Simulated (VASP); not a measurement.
# RbBr (P4/mmm) in VASP: further runs, part 2 of 2

VASP 6.6.1. The steps go on from the part before.

## 4. Single point, PBE (strain +0.040 along x and y, -0.040 along z)

Contents of INCAR:

```
SYSTEM = RbBr
ALGO = Normal ; EDIFF = 1E-6
ENCUT = 520 ; GGA = PE
ISIF = 2 ; ISMEAR = 0
LASPH = .TRUE. ; LCHARG = .FALSE.
LREAL = .FALSE. ; LWAVE = .FALSE.
NBANDS = 15 ; NELM = 60
PREC = Accurate ; SIGMA = 0.05
```

Contents of KPOINTS:

```
k-points
0
G
  6 6 6
  0 0 0
```

Contents of POSCAR:

```
RbBr
1.0
    4.2911203920      0.0000000000      0.0000000000
    0.0000000000      4.2911203920      0.0000000000
    0.0000000000      0.0000000000      3.9610342080
Rb Br
1 1
Direct
    0.0000000000      0.0000000000      0.0000000000
    0.5000000000      0.5000000000      0.5000000000
```

Potentials or basis: VASP PAW PBE potentials, release 64 (Rb_sv, Br).

Run with:

```bash
$ cat potpaw_PBE.64/Rb_sv/POTCAR potpaw_PBE.64/Br/POTCAR > POTCAR
$ mpirun -np 1 vasp_std > vasp.out
```

OUTCAR:

```text
SYSTEM = RbBr
   EDIFF = 1E-6
   ENCUT = 520
   GGA = PE
   ISIF = 2
   ISMEAR = 0
   LASPH = .TRUE.
   LREAL = .FALSE.
   NELM = 60
   PREC = Accurate

 ion  position               nearest neighbor table
   1  0.000  0.000  0.000-   2 3.62   2 3.62   2 3.62   2 3.62   2 3.62   2 3.62   2 3.62   2 3.62

   2  0.500  0.500  0.500-   1 3.62   1 3.62   1 3.62   1 3.62   1 3.62   1 3.62   1 3.62   1 3.62

  LATTYP: Found a simple tetragonal cell.
 ALAT       =     4.2911203920
 C/A-ratio  =     0.9230769231

  Lattice vectors:

 A1 = (   4.2911203920,   0.0000000000,   0.0000000000)
 A2 = (   0.0000000000,   4.2911203920,   0.0000000000)
 A3 = (   0.0000000000,   0.0000000000,   3.9610342080)

Analysis of symmetry for initial positions (statically):
=====================================================================
 Subroutine PRICEL returns:
 Original cell was already a primitive cell.

 Routine SETGRP: Setting up the symmetry group for a
 simple tetragonal supercell.

 Subroutine GETGRP returns: Found 16 space group operations
 (whereof 16 operations were pure point group operations)
 out of a pool of 16 trial point group operations.

[... 178 lines left out ...]
      7      -1.0996      2.00000
      8      -0.6887      2.00000
      9       3.0786      0.00000
     10       4.6312      0.00000
     11       4.9631      0.00000
     12       8.5429      0.00000
     13       9.2353      0.00000
     14       9.2353      0.00000
[... 401 lines left out ...]
      2     -13.2338      2.00000
      3     -10.2978      2.00000
      4     -10.1845      2.00000
      5      -9.9604      2.00000
      6      -1.9291      2.00000
      7      -1.6825      2.00000
      8      -0.9914      2.00000
      9       4.9774      0.00000
     10       5.3912      0.00000
     11       7.0911      0.00000
     12       7.3872      0.00000
     13       8.1116      0.00000
     14       9.4108      0.00000
     15      10.2213      0.00000

 [... further k-points ...]

------------------------ aborting loop because EDIFF is reached ----------------------------------------

  FORCE on cell =-STRESS in cart. coord.  units (eV):
  Direction    XX          YY          ZZ          XY          YZ          ZX
  --------------------------------------------------------------------------------------
  -------------------------------------------------------------------------------------
  Total       -0.2527647     -0.2527647      0.8185560      0.0000000      0.0000000     -0.0000000
  in kB       -5.5523528     -5.5523528     17.9807984      0.0000000      0.0000000     -0.0000000
  external PRESSURE =       2.2920310 kB  Pullay stress =       0.0000000 kB

 VOLUME and BASIS-vectors are now :
 -----------------------------------------------------------------------------
  energy-cutoff  :      520.00
  volume of cell :       72.94
      direct lattice vectors                 reciprocal lattice vectors
     4.291120392  0.000000000  0.000000000     0.233039372  0.000000000  0.000000000
     0.000000000  4.291120392  0.000000000     0.000000000  0.233039372  0.000000000
     0.000000000  0.000000000  3.961034208     0.000000000  0.000000000  0.252459319

 POSITION                                       TOTAL-FORCE (eV/Angst)
 -----------------------------------------------------------------------------------
      0.00000      0.00000      0.00000         0.000000      0.000000      0.000000
      2.14556      2.14556      1.98052         0.000000      0.000000      0.000000
 -----------------------------------------------------------------------------------
    total drift:                                0.000000      0.000000     -0.000000

  FREE ENERGIE OF THE ION-ELECTRON SYSTEM (eV)
  ---------------------------------------------------
  free  energy   TOTEN  =        -5.9762677011 eV

  energy  without entropy=       -5.9762677011  energy(sigma->0) =       -5.97626770
```

Run time: 16 s. Hardware: 1 thread of AMD EPYC 9R45 (Zen 5), shared host; peak memory 0.17 GiB.

Results:

```
Free energy            : -5.9763 eV
Pressure               : 0.2 GPa
Band gap on the k mesh : 3.65 eV, indirect (least direct gap 3.77 eV)
```

Levels at points of the mesh, in eV from the valence-band top:
| k point | band 6 | band 7 | band 8 | band 9 | band 10 | band 11 |
| --- | --- | --- | --- | --- | --- | --- |
| (0.00, 0.00, 0.00) | -0.53 | -0.53 | -0.12 | 3.65 | 5.20 | 5.53 |
| (0.50, 0.00, 0.00) | -1.87 | -0.63 | -0.16 | 6.39 | 6.60 | 7.13 |
| (0.50, 0.50, 0.00) | -1.26 | -1.26 | 0.00 | 4.87 | 6.29 | 8.20 |
| (0.00, 0.00, 0.50) | -1.91 | -0.54 | -0.54 | 6.73 | 6.74 | 7.43 |
| (0.50, 0.00, 0.50) | -1.37 | -1.17 | -0.34 | 5.11 | 5.72 | 7.29 |
| (0.50, 0.50, 0.50) | -1.59 | -1.45 | -1.45 | 7.74 | 7.74 | 8.05 |

Caveat: the cell differs from its parent crystal (strain +0.040 along x and y, -0.040 along z). A k mesh can miss the band edges.

## 5. Single point, PBE (strain +0.000 along x and y, +0.080 along z)

Contents of INCAR:

```
SYSTEM = RbBr
PREC = Accurate
ENCUT = 520
EDIFF = 1E-6
ISMEAR = 0
SIGMA = 0.05
LREAL = .False.
LASPH = .True.
NELM = 80
ALGO = Normal
ISIF = 2
LWAVE = .False.
LCHARG = .False.
GGA = PE
NBANDS = 15
```

Contents of KPOINTS:

```
Automatic mesh
0
Gamma
  6 6 6
  0 0 0
```

Contents of POSCAR:

```
RbBr
1.0
    4.1260773000      0.0000000000      0.0000000000
    0.0000000000      4.1260773000      0.0000000000
    0.0000000000      0.0000000000      4.4561634840
Rb Br
1 1
Direct
    0.0000000000      0.0000000000      0.0000000000
    0.5000000000      0.5000000000      0.5000000000
```

Run with:

```bash
$ cat potpaw_PBE.64/Rb_sv/POTCAR potpaw_PBE.64/Br/POTCAR > POTCAR
$ mpirun -np 1 vasp_std > vasp.out
```

It took 19 s on 1 thread of AMD EPYC 9R45 (Zen 5), shared host; peak memory 0.17 GiB.

Results (log left out):

```
Free energy            : -5.9778 eV
Pressure               : -0.3 GPa
Band gap on the k mesh : 3.66 eV, indirect (least direct gap 3.80 eV)
```

Stress tensor (GPa, compression positive):
```
 0.39  0.00  0.00
 0.00  0.39  0.00
 0.00  0.00 -1.73
```

Levels at points of the mesh, in eV from the valence-band top:
```tsv
k point	band 5	band 6	band 7	band 8	band 9	band 10	band 11	band 12
(0.00, 0.00, 0.00)	-9.37	-0.48	-0.14	-0.14	3.66	5.44	5.64	9.41
(0.50, 0.00, 0.00)	-9.33	-1.65	-0.54	-0.14	6.61	6.63	7.39	8.58
(0.50, 0.50, 0.00)	-9.32	-1.08	-1.08	-0.29	5.31	5.66	7.33	7.33
(0.00, 0.00, 0.50)	-9.34	-1.65	-0.21	-0.21	6.58	6.60	6.73	8.68
(0.50, 0.00, 0.50)	-9.31	-1.15	-1.02	0.00	5.05	6.17	7.87	8.13
(0.50, 0.50, 0.50)	-9.47	-1.30	-1.30	-1.21	7.71	7.92	7.92	8.35
```

Caveat: the cell differs from its parent crystal (strain +0.000 along x and y, +0.080 along z).

## 6. Single point, PBE (strain +0.080 along x and y, -0.080 along z)

Contents of INCAR:

```
SYSTEM = RbBr
  PREC = Accurate
  ENCUT = 520
  EDIFF = 1E-6
  ISMEAR = 0
  SIGMA = 0.05
  LREAL = .False.
  LASPH = .True.
  NELM = 100
  ALGO = Normal
  ISIF = 2
  LWAVE = .False.
  LCHARG = .False.
  GGA = PE
  NBANDS = 15
```

Contents of KPOINTS:

```
regular mesh
0
Gamma
  6 6 6
  0 0 0
```

Contents of POSCAR:

```
RbBr
1.0
    4.4561634840      0.0000000000      0.0000000000
    0.0000000000      4.4561634840      0.0000000000
    0.0000000000      0.0000000000      3.7959911160
Rb Br
1 1
Direct
    0.0000000000      0.0000000000      0.0000000000
    0.5000000000      0.5000000000      0.5000000000
```

Potentials or basis: VASP PAW PBE potentials, release 64 (Rb_sv, Br).

Run with:

```bash
$ cat potpaw_PBE.64/Rb_sv/POTCAR potpaw_PBE.64/Br/POTCAR > POTCAR
$ mpirun -np 1 vasp_std > vasp.out
```

It took 18 s on 1 thread of AMD EPYC 9R45 (Zen 5), shared host; peak memory 0.17 GiB.

Results (log left out):

- Free energy: -5.8884 eV
- Pressure: -0.2 GPa
- Band gap on the k mesh: 3.12 eV, indirect (least direct gap 3.21 eV)

Stress tensor (GPa, compression positive):
```
-1.76  0.00  0.00
 0.00 -1.76  0.00
 0.00  0.00  3.02
```

Levels at points of the mesh, in eV from the valence-band top:
```tsv
k point	band 5	band 6	band 7	band 8	band 9	band 10	band 11	band 12
(0.00, 0.00, 0.00)	-9.83	-0.94	-0.94	-0.09	3.12	4.73	5.40	8.25
(0.50, 0.00, 0.00)	-9.81	-2.10	-1.06	-0.11	5.64	6.00	6.70	8.49
(0.50, 0.50, 0.00)	-9.80	-1.55	-1.55	0.00	4.34	6.21	8.39	8.39
(0.00, 0.00, 0.50)	-9.88	-2.18	-0.86	-0.86	6.34	6.51	7.05	8.01
(0.50, 0.00, 0.50)	-9.86	-1.75	-1.35	-0.69	4.84	5.16	6.56	7.11
(0.50, 0.50, 0.50)	-10.01	-1.91	-1.61	-1.61	7.23	7.23	7.71	7.71
```

Caveat: the cell differs from its parent crystal (strain +0.080 along x and y, -0.080 along z). A k mesh can miss the band edges.

## 7. Overview

```tsv
cell	gap on the mesh (eV)	pressure (GPa)
a = 3.961, b = 3.961, c = 4.456 Å, 2 atoms	3.71	0.9
a = 4.291, b = 4.291, c = 3.796 Å, 2 atoms	3.53	1.0
a = 4.291, b = 4.291, c = 3.961 Å, 2 atoms	3.65	0.2
a = 4.126, b = 4.126, c = 4.456 Å, 2 atoms	3.66	-0.3
a = 4.456, b = 4.456, c = 3.796 Å, 2 atoms	3.12	-0.2
```

Alike in all rows: task single point; level PBE; potentials or basis VASP PAW PBE potentials, release 64 (Rb_sv, Br); no spin polarisation; k mesh 6 × 6 × 6; cutoff (eV) 520; smearing gaussian 0.05 eV.

Total energies depend on the potentials used, so only differences within one code and one set of settings carry meaning.
